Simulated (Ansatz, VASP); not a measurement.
## AlN: VASP beside Ansatz

INCAR

```
SYSTEM = AlN
  PREC = Accurate
  ENCUT = 520
  EDIFF = 1E-7
  ISMEAR = -1
  SIGMA = 0.02
  LREAL = .FALSE.
  LASPH = .TRUE.
  NELM = 60
  ALGO = Normal
  ISIF = 2
  LWAVE = .FALSE.
  LCHARG = .FALSE.
  GGA = PE
  NBANDS = 11
```

Contents of KPOINTS:

```
regular mesh
0
G
  10 10 10
  0 0 0
```

Contents of POSCAR:

```
AlN
1.0
    0.0000000000      2.0188684454      2.0188684454
    1.9013703019      0.0000000000      2.0188684454
    1.9013703019      2.0188684454      0.0000000000
Al N
1 1
Direct
    0.0000000000      0.0000000000      0.0000000000
    0.5000000000      0.5000000000      0.5000000000
```

Input for Ansatz:

```yaml
crystal:
  lattice:
    - [0.0, 2.0188684454, 2.0188684454]
    - [1.9013703019, 0.0, 2.0188684454]
    - [1.9013703019, 2.0188684454, 0.0]
  atoms:
    - { symbol: Al, position: [0.0, 0.0, 0.0] }
    - { symbol: "N", position: [0.5, 0.5, 0.5] }
kpoints:
  mp_grid: { grid: [10, 10, 10] }
  band_path:
    path:
      - [0.0, 0.0, 0.0]
      - [0.5, 0.0, 0.5]
      - [0.625, 0.25, 0.625]
      - [0.375, 0.375, 0.75]
      - [0.5, 0.5, 0.5]
      - [0.5, 0.25, 0.75]
    npoints: 1
hamiltonian:
  xc: pbe
scf:
  occupations: { method: fermi_dirac, width: 0.02 }
  n_extra_bands: 4
output:
  forces: true
  stress: true
  eigenvalues: true
```

Change from the starting cell: uniaxial_x strain -5.8%.

Alike in both runs: task single point; functional PBE; k mesh 10 × 10 × 10; occupations fermi-dirac, width 0.02 eV; no spin polarisation.

```csv
,VASP,Ansatz
version,VASP 6.6.1,Ansatz 0.2.0
potentials or method,"VASP PAW PBE potentials, release 64 (Al, N)","plane waves, PAW"
plane-wave cutoff (eV),520,420
valence electrons in the cell,8,8
```

```csv
,VASP,Ansatz,Ansatz less VASP
gap on the k mesh at the Fermi level (eV),4.65,4.64,-0.010
pressure (GPa),26.9,27.2,+0.31
"traceless stress, the component that is largest in VASP (GPa)",18.21,18.20,-0.012
```
